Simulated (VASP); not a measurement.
# Ir2Rh (P-3m1) in VASP: further runs, part 2 of 2

VASP 6.6.1. Earlier steps stand in the parts before.

### Step 3. Single point, PBE

This run uses another cell than the first one, of 14.36 Å³/atom, 1.026 times its volume.

File INCAR:

```
SYSTEM = Ir2Rh
ALGO     = Fast           ! electronic algorithm
EDIFF    = 1E-7           ! SCF threshold, eV
ENCUT    = 520            ! plane-wave cutoff, eV
GGA      = PE             ! functional
ISIF     = 2              ! what is computed and relaxed
ISMEAR   = 0              ! smearing method
LASPH    = .True.         ! aspherical terms in the spheres
LCHARG   = .True.         ! write CHGCAR
LELF     = .True.         ! ELF
LREAL    = .False.        ! projectors in reciprocal space
LVHAR    = .True.       
LWAVE    = .False.        ! write WAVECAR
NBANDS   = 24             ! bands
NELM     = 80             ! most SCF steps
PREC     = Accurate       ! precision mode
SIGMA    = 0.1            ! smearing width, eV
```

File KPOINTS:

```
k-points
0
Gamma
  6 6 4
  0 0 0
```

File POSCAR:

```
Ir2Rh
1.0
    2.7357992799      0.0000000000      0.0000000000
   -1.3678996399      2.3692716760      0.0000000000
    0.0000000000      0.0000000000      6.6450331104
Ir Rh
2 1
Direct
    0.3333333333      0.6666666667      0.6656212165
    0.6666666667      0.3333333333      0.3343787835
    0.0000000000      0.0000000000      0.0000000000
```

Potentials or basis: VASP PAW PBE potentials, release 64 (Ir, Rh_pv).

Started as:

```bash
$ cat potpaw_PBE.64/Ir/POTCAR potpaw_PBE.64/Rh_pv/POTCAR > POTCAR
$ mpirun -np 1 vasp_std > vasp.out
```

OUTCAR:

```text
SYSTEM = Ir2Rh
   EDIFF = 1E-7
   ENCUT = 520
   GGA = PE
   ISIF = 2
   ISMEAR = 0
   LASPH = .True.
   LREAL = .False.
   NELM = 80
   PREC = Accurate

 ion  position               nearest neighbor table
   1  0.333  0.667  0.666-   2 2.71   2 2.71   2 2.71   3 2.73   3 2.73   3 2.73
   2  0.667  0.333  0.334-   1 2.71   1 2.71   1 2.71   3 2.73   3 2.73   3 2.73
   3  0.000  0.000  0.000-   1 2.73   2 2.73   1 2.73   2 2.73   2 2.73   1 2.73

  LATTYP: Found a hexagonal cell.
 ALAT       =     2.7357992799
 C/A-ratio  =     2.4289183637

  Lattice vectors:

 A1 = (   2.7357992799,   0.0000000000,   0.0000000000)
 A2 = (  -1.3678996399,   2.3692716760,   0.0000000000)
 A3 = (   0.0000000000,   0.0000000000,   6.6450331104)

Analysis of symmetry for initial positions (statically):
=====================================================================
 Subroutine PRICEL returns:
 Original cell was already a primitive cell.

 Routine SETGRP: Setting up the symmetry group for a
 hexagonal supercell.

 Subroutine GETGRP returns: Found 12 space group operations
 (whereof 12 operations were pure point group operations)
 out of a pool of 24 trial point group operations.

The static configuration has the point symmetry D_3d.

Analysis of symmetry for dynamics (positions and initial velocities):
=====================================================================
 Subroutine PRICEL returns:
 Original cell was already a primitive cell.

 Routine SETGRP: Setting up the symmetry group for a
 hexagonal supercell.

 Subroutine GETGRP returns: Found 12 space group operations
 (whereof 12 operations were pure point group operations)
 out of a pool of 24 trial point group operations.
[... 113 lines left out ...]
   NELECT =      33.0000    total number of electrons
   NUPDOWN=      -1.0000    fix difference up-down
   EMIN   =  10.00;   EMAX   =-10.00  energy-range for DOS
   EFERMI =   0.00;   METHOD = LEGACY
   ISMEAR =     0;   SIGMA  =   0.10  broadening in eV -4-tet -1-fermi 0-gaus
   EFERMI_NEDOS =   21; number of points for ismear=-14 and -15
   IALGO  =     68    algorithm
   IMIX   =      4    mixing-type and parameters
     AMIX     =   0.40;   BMIX     =  1.00
     AMIX_MAG =   1.60;   BMIX_MAG =  1.00
  volume/ion in A,a.u.               =      14.36        96.89
  Fermi-wavevector in a.u.,A,eV,Ry     =   1.498008  2.830824 30.531844  2.244027
  Thomas-Fermi vector in A             =   2.609822
   LORBIT       =      0    0 simple, 1 ext, 2 COOP (PROOUT), +10 PAW based schemes
   GGA     = PE    functional components
   LHFCALC =     F    Hartree Fock is set to
   AEXX    =    0.0000 exact exchange contribution
   IVDW    =     0    specifies the selected vdW correction
   LEPSILON=     F    determine dielectric tensor
   LRPA    =     F    only Hartree local field effects (RPA)
 non-spin polarized calculation
 RMM-DIIS sequential band-by-band and
 Gauss-broadening in eV      SIGMA  =   0.10
  energy-cutoff  :      520.00
  volume of cell :       43.07
 maximum number of plane-waves:      1176
   NGX = 11   NGY = 11   NGZ = 25

 number of electron      32.9999993 magnetization

 Free energy of the ion-electron system (eV)
  ---------------------------------------------------
  ext. energy  EPLUGINS =         0.00000000
  ---------------------------------------------------
  free energy    TOTEN  =       -24.94185180 eV

  energy without entropy =      -24.92866246  energy(sigma->0) =      -24.93525713

 E-fermi :  10.2608     XC(G=0): -13.8577

 val. band max:       10.2549875426   @ k =   0.3333   0.3333   0.0000
 cond. band min:      10.2837223390   @ k =   0.5000   0.0000   0.2500
 fundamental gap:      0.0287347964
 Fermi energy:        10.2607658626

 k-point     1 :       0.0000    0.0000    0.0000
  band No.  band energies     occupation
      1     -36.3787      2.00000
      2     -35.9858      2.00000
      3     -35.9858      2.00000
      4       0.2760      2.00000
      5       2.5797      2.00000
      6       4.1581      2.00000
[... 637 lines left out ...]
     23      17.4139      0.00000
     24      18.9884      0.00000

------------------------ aborting loop because EDIFF is reached ----------------------------------------

  FORCE on cell =-STRESS in cart. coord.  units (eV):
  Direction    XX          YY          ZZ          XY          YZ          ZX
  --------------------------------------------------------------------------------------
  -------------------------------------------------------------------------------------
  Total        0.0742779      0.0742779      0.0759970      0.0000000      0.0000000      0.0000000
  in kB        2.7629554      2.7629554      2.8269036      0.0000000      0.0000000      0.0000000
  external PRESSURE =       2.7842715 kB  Pullay stress =       0.0000000 kB

 VOLUME and BASIS-vectors are now :
 -----------------------------------------------------------------------------
  energy-cutoff  :      520.00
  volume of cell :       43.07
      direct lattice vectors                 reciprocal lattice vectors
     2.735799280  0.000000000  0.000000000     0.365523892  0.211035317  0.000000000
    -1.367899640  2.369271676  0.000000000     0.000000000  0.422070635  0.000000000
     0.000000000  0.000000000  6.645033110     0.000000000  0.000000000  0.150488340

 POSITION                                       TOTAL-FORCE (eV/Angst)
 -----------------------------------------------------------------------------------
     -0.00000      1.57951      4.42308         0.000000      0.000000      0.025518
      1.36790      0.78976      2.22196        -0.000000     -0.000000     -0.025518
      0.00000      0.00000      0.00000         0.000000      0.000000      0.000000
 -----------------------------------------------------------------------------------
    total drift:                               -0.000000     -0.000000     -0.000000

  FREE ENERGIE OF THE ION-ELECTRON SYSTEM (eV)
  ---------------------------------------------------
  free  energy   TOTEN  =       -24.9418518012 eV

  energy  without entropy=      -24.9286624581  energy(sigma->0) =      -24.93525713
```

Run time: 61 s. Hardware: 1 thread of AMD EPYC 7R43 (Zen 3), shared host; peak memory 0.12 GiB.

Results:

| Property | Result |
| --- | --- |
| Free energy | -24.9419 eV |
| Pressure | 0.3 GPa |
| Largest force | 0.026 eV/Å |

Forces on the atoms (eV/Å):
```
Ir   0.000  0.000  0.026
Ir   0.000  0.000 -0.026
Rh   0.000  0.000  0.000
```

Levels at points of the mesh, in eV from the Fermi level:
```
           k point  band 13  band 14  band 15  band 16  band 17  band 18  band 19  band 20  band 21  band 22
(0.00, 0.00, 0.00)    -2.74    -2.71    -2.62    -0.89    -0.89    -0.20    -0.20     0.11     0.11    11.65
(0.50, 0.00, 0.00)    -2.41     0.67     0.99     1.17     1.38     1.54     2.39     3.08     3.77     7.92
(0.00, 0.00, 0.50)    -2.62    -2.62    -1.06    -1.06    -1.06    -1.06     0.06     0.96     0.96     7.85
(0.50, 0.00, 0.50)    -0.56    -0.28    -0.03     0.69     0.93     1.20     1.38     3.81     4.37     7.49
```

Caveat: the k points lie up to 0.44 Å⁻¹ apart; spin-orbit coupling is left out, which moves the levels of the heavy elements.

### Step 4. Relaxation of cell and atoms, PBE

File INCAR:

```
  ALGO = Fast
  EDIFF = 1E-6
  EDIFFG = -0.04
  ENCUT = 600
  GGA = PE
  IBRION = 2
  ISIF = 3
  ISMEAR = 0
  LASPH = True
  LCHARG = False
  LREAL = False
  LWAVE = False
  NELM = 60
  NSW = 90
  PREC = Accurate
  SIGMA = 0.1
```

File KPOINTS:

```
k-points
0
Gamma
  6 6 4
```

File POSCAR:

```
Ir2Rh
1.0
    2.7052054600      0.0000000000      0.0000000000
   -1.3526027300      2.3427766500      0.0000000000
    0.0000000000      0.0000000000      6.6263730200
Ir Rh
2 1
Direct
    0.3333333300      0.6666666700      0.6666666700
    0.6666666700      0.3333333300      0.3333333300
    0.0000000000      0.0000000000      0.0000000000
```

Started as:

```bash
$ cat potpaw_PBE.64/Ir/POTCAR potpaw_PBE.64/Rh_pv/POTCAR > POTCAR
$ mpirun -np 1 vasp_std > vasp.out
```

It took 4 min on 1 thread of AMD EPYC 7R43 (Zen 3), shared host; peak memory 0.17 GiB.

Results (log left out):

| Property | Result |
| --- | --- |
| Free energy | -24.9418 eV |
| Relaxed volume | 14.37 Å³/atom |
| Relaxed cell | a = 2.737 Å, b = 2.737 Å, c = 6.644 Å, α = 90.00°, β = 90.00°, γ = 120.00° |
| Space group after relaxing (to 0.05 Å) | P-3m1 (No. 164) |
| Energy gained by relaxing | 10.9 meV/atom |
| Ionic steps | 6 |
| Pressure after relaxing | 0.1 GPa |
| Largest force after relaxing | 0.039 eV/Å |

Forces in eV/Å, atoms in the order of the input:
```
Ir   0.000  0.000 -0.039
Ir   0.000  0.000  0.039
Rh   0.000  0.000  0.000
```

Stress tensor (GPa, compression positive):
```
-0.03  0.00  0.00
 0.00 -0.03  0.00
 0.00  0.00  0.24
```

Step by step:
| step | energy change (eV) | largest force (eV/Å) | pressure (GPa) | volume (Å³) |
| --- | --- | --- | --- | --- |
| 1 | 0.0000 | 0.0894 | 8.77 | 42.00 |
| 2 | 0.2362 | 0.2148 | -21.04 | 46.82 |
| 3 | -0.0315 | 0.1185 | -0.56 | 43.17 |
| 4 | -0.0315 | 0.1164 | -0.21 | 43.13 |
| 5 | -0.0325 | 0.0016 | 0.19 | 43.08 |
| 6 | -0.0328 | 0.0393 | 0.06 | 43.10 |

Final structure:
```xyz
3
Lattice="2.7369 0.0000 0.0000 -1.3684 2.3702 0.0000 0.0000 0.0000 6.6437" Properties=species:S:1:pos:R:3 pbc="T T T"
Ir    0.0000    1.5801    4.4248
Ir    1.3684    0.7901    2.2190
Rh    0.0000    0.0000    0.0000
```

Levels at points of the mesh, in eV from the Fermi level:
| k point | band 13 | band 14 | band 15 | band 16 | band 17 | band 18 | band 19 | band 20 |
| --- | --- | --- | --- | --- | --- | --- | --- | --- |
| (0.00, 0.00, 0.00) | -2.75 | -2.70 | -2.62 | -0.89 | -0.89 | -0.20 | -0.20 | 0.10 |
| (0.50, 0.00, 0.00) | -2.43 | 0.66 | 0.99 | 1.17 | 1.38 | 1.54 | 2.39 | 3.08 |
| (0.00, 0.00, 0.50) | -2.62 | -2.62 | -1.07 | -1.07 | -1.06 | -1.06 | 0.07 | 0.96 |
| (0.50, 0.00, 0.50) | -0.55 | -0.29 | -0.03 | 0.68 | 0.93 | 1.20 | 1.38 | 3.81 |

Caveat: the k points lie up to 0.44 Å⁻¹ apart in the final cell; spin-orbit coupling is left out, which moves the levels of the heavy elements.

### Step 5. Single point, PBE, collinear spin, ferromagnetic start

This run uses another cell than the first one, of 14.36 Å³/atom, 1.026 times its volume.

File INCAR:

```
PREC     = Accurate       # precision mode
ENCUT    = 520            # plane-wave cutoff, eV
EDIFF    = 1E-7           # SCF threshold, eV
ISMEAR   = 0              # smearing method
SIGMA    = 0.1            # smearing width, eV
LREAL    = F              # projectors in reciprocal space
LASPH    = T              # aspherical terms in the spheres
NELM     = 150            # most SCF steps
ALGO     = Fast           # electronic algorithm
ISIF     = 2              # what is computed and relaxed
LWAVE    = F              # write WAVECAR
LCHARG   = F              # write CHGCAR
ISPIN    = 2              # spin polarisation
MAGMOM   = 1 1 1          # initial moments
LORBIT   = 11             # projections on sites
LMAXMIX  = 4              # l up to which the mixer works
GGA      = PE             # functional
NBANDS   = 28             # bands
```

File KPOINTS:

```
regular mesh
0
Gamma
  6 6 4
```

File POSCAR:

```
Ir2Rh
1.0
    2.7357992799      0.0000000000      0.0000000000
   -1.3678996399      2.3692716760      0.0000000000
    0.0000000000      0.0000000000      6.6450331104
Ir Rh
2 1
Direct
    0.3333333333      0.6666666667      0.6656212165
    0.6666666667      0.3333333333      0.3343787835
    0.0000000000      0.0000000000      0.0000000000
```

Started as:

```bash
$ cat potpaw_PBE.64/Ir/POTCAR potpaw_PBE.64/Rh_pv/POTCAR > POTCAR
$ mpirun -np 1 vasp_std > vasp.out
```

It took 1.7 min on 1 thread of AMD EPYC 7R43 (Zen 3), shared host; peak memory 0.15 GiB.

The run converged. Its results:

- Free energy: -24.9419 eV
- Pressure: 0.3 GPa
- Largest force: 0.026 eV/Å
- Net moment: 0.00 μB per cell
- Valence electrons inside the program's atomic spheres: Ir 8.30; Rh 13.76

Forces in eV/Å, atoms in the order of the input:
```
Ir   0.000  0.000  0.026
Ir   0.000  0.000 -0.026
Rh   0.000  0.000  0.000
```

Levels at points of the mesh, in eV from the Fermi level:
Spin up:
| k point | band 13 | band 14 | band 15 | band 16 | band 17 | band 18 | band 19 | band 20 | band 21 | band 22 |
| --- | --- | --- | --- | --- | --- | --- | --- | --- | --- | --- |
| (0.00, 0.00, 0.00) | -2.74 | -2.71 | -2.62 | -0.89 | -0.89 | -0.20 | -0.20 | 0.11 | 0.11 | 11.65 |
| (0.50, 0.00, 0.00) | -2.41 | 0.67 | 0.99 | 1.17 | 1.38 | 1.54 | 2.39 | 3.08 | 3.77 | 7.92 |
| (0.00, 0.00, 0.50) | -2.62 | -2.62 | -1.06 | -1.06 | -1.06 | -1.06 | 0.06 | 0.96 | 0.96 | 7.85 |
| (0.50, 0.00, 0.50) | -0.56 | -0.28 | -0.03 | 0.69 | 0.93 | 1.20 | 1.38 | 3.81 | 4.37 | 7.49 |
Spin down:
```
           k point  band 15  band 16  band 17  band 18  band 19  band 20
(0.00, 0.00, 0.00)    -2.62    -0.89    -0.89    -0.20    -0.20     0.11
(0.50, 0.00, 0.00)     0.99     1.17     1.38     1.54     2.39     3.08
(0.00, 0.00, 0.50)    -1.06    -1.06    -1.06    -1.06     0.06     0.96
(0.50, 0.00, 0.50)    -0.03     0.69     0.93     1.20     1.38     3.81
```

Caveat: the k points lie up to 0.44 Å⁻¹ apart; spin-orbit coupling is left out, which moves the levels of the heavy elements.

### Step 6. The runs side by side

```csv
task,spin,cell,cutoff (eV),gap on the mesh (eV),pressure (GPa),largest force (eV/Å)
single point,off,"a = 2.705, b = 2.705, c = 6.626 Å, angles 90.0, 90.0, 120.0°, 3 atoms",520,none,8.8,0.09
single point,off,"a = 2.736, b = 2.736, c = 6.645 Å, angles 90.0, 90.0, 120.0°, 3 atoms",520,none,0.3,0.03
relaxation of cell and atoms,off,"relaxed from a = 2.705, b = 2.705, c = 6.626 Å, angles 90.0, 90.0, 120.0°, 3 atoms",600,none,0.1,0.04
single point,"collinear, ferromagnetic start","a = 2.736, b = 2.736, c = 6.645 Å, angles 90.0, 90.0, 120.0°, 3 atoms",520,none,0.3,0.03
```

Alike in all rows: level PBE; potentials or basis VASP PAW PBE potentials, release 64 (Ir, Rh_pv); k mesh 6 × 6 × 4; smearing gaussian 0.1 eV.

Caveats: all runs use coarse meshes; spin-orbit coupling is left out, which moves the levels of the heavy elements.

Absolute energies hang on the potentials; compare differences alone.
